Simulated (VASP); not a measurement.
# TiCo (Pm-3m) in VASP: a series of runs, part 2 of 2

VASP 6.6.1. Earlier steps stand in the parts before.

### Step 3. Relaxation of cell and atoms, BLYP, collinear spin, ferromagnetic start

Input file INCAR:

```
  PREC = Accurate
  ENCUT = 600
  EDIFF = 1E-6
  ISMEAR = -1
  SIGMA = 0.05
  LREAL = False
  LASPH = True
  NELM = 150
  ALGO = Normal
  ISIF = 3
  LWAVE = False
  LCHARG = False
  ISPIN = 2
  MAGMOM = 2 1
  LORBIT = 11
  LMAXMIX = 4
  GGA = B5
  ALDAX = 1.0
  AGGAX = 1.0
  AGGAC = 1.0
  ALDAC = 0.0
  IBRION = 2
  NSW = 60
  EDIFFG = -0.01
```

Input file KPOINTS:

```
Automatic mesh
0
Gamma
  9 9 9
```

Input file POSCAR:

```
TiCo
1.0
    2.9861109900      0.0000000000      0.0000000000
    0.0000000000      2.9861109900      0.0000000000
    0.0000000000      0.0000000000      2.9861109900
Co Ti
1 1
Direct
    0.5000000000      0.5000000000      0.5000000000
    0.0000000000      0.0000000000      0.0000000000
```

Potentials or basis: VASP PAW PBE potentials, release 64 (Co, Ti_sv).

The run is started by

```console
cat potpaw_PBE.64/Co/POTCAR potpaw_PBE.64/Ti_sv/POTCAR > POTCAR
mpirun -np 1 vasp_std > vasp.out
```

OUTCAR:

```text
PREC = Accurate
   ENCUT = 600
   EDIFF = 1E-6
   ISMEAR = -1
   LREAL = False
   LASPH = True
   NELM = 150
   ISIF = 3
   ISPIN = 2
   LORBIT = 11
   GGA = B5
   IBRION = 2
   NSW = 60
   EDIFFG = -0.01

 ion  position               nearest neighbor table
   1  0.500  0.500  0.500-   2 2.59   2 2.59   2 2.59   2 2.59   2 2.59   2 2.59   2 2.59   2 2.59

   2  0.000  0.000  0.000-   1 2.59   1 2.59   1 2.59   1 2.59   1 2.59   1 2.59   1 2.59   1 2.59

  LATTYP: Found a simple cubic cell.
 ALAT       =     2.9861109900

  Lattice vectors:

 A1 = (   2.9861109900,   0.0000000000,   0.0000000000)
 A2 = (   0.0000000000,   2.9861109900,   0.0000000000)
 A3 = (   0.0000000000,   0.0000000000,   2.9861109900)

Analysis of symmetry for initial positions (statically):
=====================================================================
 Subroutine PRICEL returns:
 Original cell was already a primitive cell.

 Routine SETGRP: Setting up the symmetry group for a
 simple cubic supercell.

 Subroutine GETGRP returns: Found 48 space group operations
 (whereof 48 operations were pure point group operations)
 out of a pool of 48 trial point group operations.

The static configuration has the point symmetry O_h .

Analysis of symmetry for dynamics (positions and initial velocities):
=====================================================================
 Subroutine PRICEL returns:
 Original cell was already a primitive cell.

 Routine SETGRP: Setting up the symmetry group for a
 simple cubic supercell.

 Subroutine GETGRP returns: Found 48 space group operations
 (whereof 48 operations were pure point group operations)
 out of a pool of 48 trial point group operations.

The dynamic configuration has the point symmetry O_h .

Analysis of structural, dynamic, and magnetic symmetry:
=====================================================================
 Subroutine PRICEL returns:
 Original cell was already a primitive cell.

 Routine SETGRP: Setting up the symmetry group for a
 simple cubic supercell.

 Subroutine GETGRP returns: Found 48 space group operations
 (whereof 48 operations were pure point group operations)
 out of a pool of 48 trial point group operations.

The overall configuration has the point symmetry O_h .

 Subroutine INISYM returns: Found 48 space group operations
 (whereof 48 operations are pure point group operations),
 and found     1 'primitive' translations

----------------------------------------------------------------------------------------

                                     Primitive cell

  volume of cell :      26.6267

  direct lattice vectors                    reciprocal lattice vectors
     2.986110990  0.000000000  0.000000000     0.334883735  0.000000000  0.000000000
     0.000000000  2.986110990  0.000000000     0.000000000  0.334883735  0.000000000
     0.000000000  0.000000000  2.986110990     0.000000000  0.000000000  0.334883735

  length of vectors
     2.986110990  2.986110990  2.986110990     0.334883735  0.334883735  0.334883735

  position of ions in fractional coordinates (direct lattice)
     0.500000000  0.500000000  0.500000000
[... 68 lines left out ...]
 SYSTEM =  unknown system
   PREC   = accura    normal or accurate (medium, high low for compatibility)
   ISTART =      0    job   : 0-new  1-cont  2-samecut
   ICHARG =      2    charge: 1-file 2-atom 10-const
   ISPIN  =      2    spin polarized calculation?
   LNONCOLLINEAR =      F non collinear calculations
   LSORBIT =      F    spin-orbit coupling
   LASPH  =      T    aspherical Exc in radial PAW
   ENCUT  =  600.0 eV  44.10 Ry    6.64 a.u.   5.96  5.96  5.96*2*pi/ulx,y,z
   NELM   =    150;   NELMIN=  2; NELMDL= -5     # of ELM steps
   EDIFF  = 0.1E-05   stopping-criterion for ELM
   LREAL  =      F    real-space projection
   EDIFFG = -.1E-01   stopping-criterion for IOM
   NSW    =     60    number of steps for IOM
   IBRION =      2    ionic relax: 0-MD 1-quasi-New 2-CG
   NFREE  =      1    steps in history (QN), initial steepest desc. (CG)
   ISIF   =      3    stress and relaxation
   ISYM   =      2    0-nonsym 1-usesym 2-fastsym
   POTIM  = 0.5000    time-step for ionic-motion
   TEBEG  =    0.0;   TEEND  =   0.0 temperature during run
   PSTRESS=    0.0 pullay stress
   NELECT =      21.0000    total number of electrons
   NUPDOWN=      -1.0000    fix difference up-down
   EMIN   =  10.00;   EMAX   =-10.00  energy-range for DOS
   EFERMI =   0.00;   METHOD = LEGACY
   ISMEAR =    -1;   SIGMA  =   0.05  broadening in eV -4-tet -1-fermi 0-gaus
   EFERMI_NEDOS =   21; number of points for ismear=-14 and -15
   IALGO  =     38    algorithm
   IMIX   =      4    mixing-type and parameters
     AMIX     =   0.40;   BMIX     =  1.00
     AMIX_MAG =   1.60;   BMIX_MAG =  1.00
  volume/ion in A,a.u.               =      13.31        89.84
  Fermi-wavevector in a.u.,A,eV,Ry     =   1.512546  2.858298 31.127355  2.287796
  Thomas-Fermi vector in A             =   2.622456
   LORBIT       =     11    0 simple, 1 ext, 2 COOP (PROOUT), +10 PAW based schemes
   GGA     = B5    functional components
   LHFCALC =     F    Hartree Fock is set to
   AEXX    =    0.0000 exact exchange contribution
   IVDW    =     0    specifies the selected vdW correction
   LEPSILON=     F    determine dielectric tensor
   LRPA    =     F    only Hartree local field effects (RPA)
 conjugate gradient relaxation of ions
 spin polarized calculation
  energy-cutoff  :      600.00
  volume of cell :       26.63
 maximum number of plane-waves:       905
 NGX is ok and might be reduce to    24
   NGX = 11   NGY = 11   NGZ = 11

--------------------------------------- Ionic step        1  -------------------------------------------

 number of electron      20.9999983 magnetization       0.7388129

 Free energy of the ion-electron system (eV)
  ---------------------------------------------------
  ext. energy  EPLUGINS =         0.00000000
  ---------------------------------------------------
  free energy    TOTEN  =       -13.67043795 eV

  energy without entropy =      -13.65220376  energy(sigma->0) =      -13.66132085

------------------------ aborting loop because EDIFF is reached ----------------------------------------

  FORCE on cell =-STRESS in cart. coord.  units (eV):
  Direction    XX          YY          ZZ          XY          YZ          ZX
  --------------------------------------------------------------------------------------
  -------------------------------------------------------------------------------------
  Total        0.7223587      0.7223587      0.7223587     -0.0000000     -0.0000000      0.0000000
  in kB       43.4655979     43.4655979     43.4655979     -0.0000000     -0.0000000      0.0000000
  external PRESSURE =      43.4655979 kB  Pullay stress =       0.0000000 kB
[... 23 lines left out ...]
--------------------------------------- Ionic step        2  -------------------------------------------

 number of electron      21.0000008 magnetization       0.8358651

 E-fermi :   9.7566     XC(G=0): -11.7316

 val. band max:        9.7537081876   @ k =   0.4444   0.4444   0.1111
 cond. band min:       9.7934546252   @ k =   0.3333   0.1111   0.1111
 fundamental gap:      0.0397464376
 Fermi energy:         9.7566430222

 spin component 1

 k-point     1 :       0.0000    0.0000    0.0000
  band No.  band energies     occupation
      1     -47.3085      1.00000
      2     -23.5830      1.00000
      3     -23.5830      1.00000
      4     -23.5830      1.00000
      5       2.4486      1.00000
      6       5.8832      1.00000
[... 942 lines left out ...]
--------------------------------------- Ionic step        3  -------------------------------------------

 number of electron      20.9999991 magnetization       0.7972286

 Free energy of the ion-electron system (eV)
  ---------------------------------------------------
  ext. energy  EPLUGINS =         0.00000000
  ---------------------------------------------------
  free energy    TOTEN  =       -13.68045877 eV

  energy without entropy =      -13.66202473  energy(sigma->0) =      -13.67124175

 E-fermi :  10.0704     XC(G=0): -11.8562

 val. band max:       10.0565363153   @ k =   0.3333   0.2222   0.0000
 cond. band min:      10.0740560970   @ k =   0.3333   0.3333   0.1111
 fundamental gap:      0.0175197818
 Fermi energy:        10.0704368975

 spin component 1

 k-point     1 :       0.0000    0.0000    0.0000
  band No.  band energies     occupation
      1     -46.9764      1.00000
      2     -23.2447      1.00000
      3     -23.2447      1.00000
      4     -23.2447      1.00000
      5       2.6565      1.00000
      6       6.0995      1.00000
[... 936 lines left out ...]
  FREE ENERGIE OF THE ION-ELECTRON SYSTEM (eV)
  ---------------------------------------------------
  free  energy   TOTEN  =       -13.6804587677 eV

  energy  without entropy=      -13.6620247330  energy(sigma->0) =      -13.67124175

 reached required accuracy - stopping structural energy minimisation

 total charge

# of ion       s       p       d       tot
------------------------------------------
    1        0.517   0.425   7.344   8.287
    2        2.239   6.162   1.896  10.297
--------------------------------------------------
tot          2.757   6.587   9.241  18.584

 magnetization (x)

# of ion       s       p       d       tot
------------------------------------------
    1        0.023  -0.006   0.837   0.854
    2       -0.002  -0.012   0.002  -0.012
--------------------------------------------------
tot          0.021  -0.018   0.839   0.842
```

CONTCAR:

```text
TiCo
   1.00000000000000
     3.0136799359304871    0.0000000000000000    0.0000000000000000
    -0.0000000000000000    3.0136799359304871    0.0000000000000000
    -0.0000000000000000   -0.0000000000000000    3.0136799359304871
  Co              Ti
     1     1
Direct
     0.5000000000000000    0.5000000000000000    0.5000000000000000
     0.0000000000000000    0.0000000000000000    0.0000000000000000

  0.00000000E+00  0.00000000E+00  0.00000000E+00
  0.00000000E+00  0.00000000E+00  0.00000000E+00
```

Run time: 52 s. Hardware: 1 thread of Intel Xeon 6975P-C (Granite Rapids), shared host; peak memory 0.17 GiB.

Results:

```yaml
Free_energy: -13.6805 eV
Relaxed_volume: 13.69 Å³/atom
Relaxed_cell: a = 3.014 Å, b = 3.014 Å, c = 3.014 Å, α = 90.00°, β = 90.00°, γ = 90.00°
Space_group_after_relaxing_to_0.05_Å: Pm-3m (No. 221)
Energy_gained_by_relaxing: 5.0 meV/atom
Ionic_steps: 3
Pressure_after_relaxing: -0.1 GPa
Net_moment: 0.80 μB per cell
Site_moments: Co +0.85; Ti -0.01 μB
Valence_electrons_inside_the_program's_atomic_spheres: Co 8.29; Ti 10.30
```

The path:
| step | energy change (eV) | largest force (eV/Å) | pressure (GPa) | volume (Å³) |
| --- | --- | --- | --- | --- |
| 1 | 0.0000 | 0.0000 | 4.35 | 26.63 |
| 2 | -0.0028 | 0.0000 | -3.13 | 28.04 |
| 3 | -0.0100 | 0.0000 | -0.05 | 27.37 |

Final structure:
```
Co Ti
1.0
     3.01368    0.00000    0.00000
     0.00000    3.01368    0.00000
     0.00000    0.00000    3.01368
Co Ti
1 1
Direct
  0.50000 0.50000 0.50000
  0.00000 0.00000 0.00000
```

Caveat: the PAW data sets were made with another functional, which shifts forces and pressure a little.

### Step 4. Single point, PBE, collinear spin, ferromagnetic start

Input file INCAR:

```
SYSTEM = TiCo
ALGO = Normal ; EDIFF = 1E-6
ENCUT = 600 ; GGA = PE
GGA_COMPAT = .FALSE. ; ISIF = 2
ISMEAR = -1 ; ISPIN = 2
LASPH = .TRUE. ; LCHARG = .FALSE.
LMAXMIX = 4 ; LORBIT = 11
LREAL = .FALSE. ; LWAVE = .FALSE.
MAGMOM = 1 0.5 ; NBANDS = 26
NELM = 200 ; NUPDOWN = 1.5
PREC = Accurate ; SIGMA = 0.05
```

Input file KPOINTS:

```
k-points
0
G
  8 8 8
  0 0 0
```

POSCAR is that of step 3.

Potentials or basis: VASP PAW PBE potentials, release 64 (Co_sv, Ti_sv).

The run is started by

```console
cat potpaw_PBE.64/Co_sv/POTCAR potpaw_PBE.64/Ti_sv/POTCAR > POTCAR
mpirun -np 1 vasp_std > vasp.out
```

Wall time 51 s (1 thread of Intel Xeon Platinum 8488C (Sapphire Rapids), shared host); peak memory 0.17 GiB.

The run converged. Its results:

| Item | Value |
| --- | --- |
| Free energy | -15.5709 eV |
| Pressure | -0.1 GPa |
| Net moment | 1.50 μB per cell |
| Site moments | Co +1.15; Ti +0.23 μB |
| Valence electrons inside the program's atomic spheres | Co 15.10; Ti 10.31 |

Caveat: the total moment is fixed, so each spin has its own Fermi level.

### Step 5. Single point, PBE0, collinear spin, ferromagnetic start

This run uses another cell than the first one, of 13.58 Å³/atom, 1.020 times its volume.

Input file POSCAR:

```
TiCo
1.0
    3.0058871358      0.0000000000      0.0000000000
    0.0000000000      3.0058871358      0.0000000000
    0.0000000000      0.0000000000      3.0058871358
Co Ti
1 1
Direct
    0.5000000000      0.5000000000      0.5000000000
    0.0000000000      0.0000000000      0.0000000000
```

Input file INCAR.step1:

```
PREC = Accurate ; ENCUT = 520
EDIFF = 1E-5 ; ISMEAR = -1
SIGMA = 0.05 ; LREAL = F
LASPH = T ; NELM = 150
ALGO = Normal ; ISIF = 2
LWAVE = T ; ISPIN = 2
MAGMOM = 2 1 ; LORBIT = 11
LMAXMIX = 4 ; NBANDS = 22
GGA = PE
```

Input file INCAR.step2:

```
PREC = Accurate ; ENCUT = 520
EDIFF = 1E-6 ; ISMEAR = -1
SIGMA = 0.05 ; LREAL = F
LASPH = T ; NELM = 150
ALGO = Normal ; ISIF = 2
LWAVE = F ; LCHARG = T
ISPIN = 2 ; MAGMOM = 2 1
LORBIT = 11 ; LMAXMIX = 4
GGA = PE ; LHFCALC = T
AEXX = 0.25 ; PRECFOCK = Normal
LELF = T ; LVHAR = T
NBANDS = 22 ; ISTART = 1
```

Input file KPOINTS:

```
regular mesh
0
Gamma
  4 4 4
```

Potentials or basis: VASP PAW PBE potentials, release 64 (Co, Ti_sv).

The run is started by

```console
cat potpaw_PBE.64/Co/POTCAR potpaw_PBE.64/Ti_sv/POTCAR > POTCAR
cp INCAR.step1 INCAR
mpirun -np 1 vasp_std > vasp.out
cp INCAR.step2 INCAR
mpirun -np 1 vasp_std > vasp.out
```

Run time: 50 min. Hardware: 1 thread of Intel Xeon Platinum 8375C at 2.90GHz (Ice Lake), shared host; peak memory 0.17 GiB.

The run converged. Its results:

```yaml
Free_energy: -21.6960 eV
Pressure: -2.1 GPa
Net_moment: 0.91 μB per cell
Site_moments: Co +1.61; Ti -0.41 μB
Valence_electrons_inside_the_program's_atomic_spheres: Co 8.29; Ti 10.18
```

Levels at points of the mesh, in eV from the Fermi level:
Spin up:
```
           k point  band 7  band 8  band 9  band 10  band 11  band 12  band 13  band 14  band 15  band 16
(0.00, 0.00, 0.00)   -6.81   -4.44   -4.44    -4.44     0.82     0.82     3.62     3.62     3.62     9.78
(0.50, 0.00, 0.00)   -4.74   -4.63   -4.63    -4.18    -2.70    -0.58     1.48     1.48     3.26     5.12
(0.50, 0.50, 0.00)   -5.16   -5.16   -4.70    -2.63     0.72     0.72     1.69     3.05     3.05     4.42
(0.50, 0.50, 0.50)   -5.38   -4.70   -4.70    -2.95    -2.95    -2.95     4.53     4.53     7.67     8.94
```
Spin down:
```tsv
k point	band 7	band 8	band 9	band 10	band 11	band 12	band 13	band 14
(0.00, 0.00, 0.00)	-4.28	-2.88	-2.88	-2.88	2.95	2.95	3.37	3.37
(0.50, 0.00, 0.00)	-2.98	-2.98	-2.38	-1.54	-0.93	0.92	0.92	2.76
(0.50, 0.50, 0.00)	-3.97	-3.97	-0.80	-0.80	1.68	2.71	2.86	3.13
(0.50, 0.50, 0.50)	-4.13	-3.49	-3.49	-3.49	2.94	2.94	3.86	3.86
```

Caveat: the k points lie up to 0.52 Å⁻¹ apart; the PAW data sets were made with another functional, which shifts forces and pressure a little.

### Step 6. Overview

| task | level | potentials or basis | fixed moment (μB) | cell | k mesh | cutoff (eV) | second run | grid for exact exchange (PRECFOCK) | gap on the mesh (eV) | pressure (GPa) | moment (μB) | relaxed volume (Å³/atom) |
| --- | --- | --- | --- | --- | --- | --- | --- | --- | --- | --- | --- | --- |
| relaxation of cell and atoms | revPBE | VASP PAW PBE potentials, release 64 (Co, Ti_sv) | - | relaxed from a = 2.986 Å, 2 atoms | 9 × 9 × 9 | 600 | - | - | none | 0.0 | 0.84 | 13.50 |
| relaxation of cell and atoms | BLYP | VASP PAW PBE potentials, release 64 (Co, Ti_sv) | - | relaxed from a = 2.986 Å, 2 atoms | 9 × 9 × 9 | 600 | - | - | none | -0.1 | 0.80 | 13.69 |
| single point | PBE | VASP PAW PBE potentials, release 64 (Co_sv, Ti_sv) | 1.5 | a = 2.986 Å, 2 atoms | 8 × 8 × 8 | 600 | valence_matched | - | - | -0.1 | 1.50 | - |
| single point | PBE0 | VASP PAW PBE potentials, release 64 (Co, Ti_sv) | - | a = 3.006 Å, 2 atoms | 4 × 4 × 4 | 520 | - | Normal | none | -2.1 | 0.91 | - |

Alike in all rows: spin collinear, ferromagnetic start; smearing fermi-dirac 0.05 eV.

Caveats: some runs use coarse meshes; the PAW data sets were made with another functional, which shifts forces and pressure a little (some runs); the total moment is fixed, so each spin has its own Fermi level (some runs).

Total energies depend on the potentials used, so only differences within one code and one set of settings carry meaning.
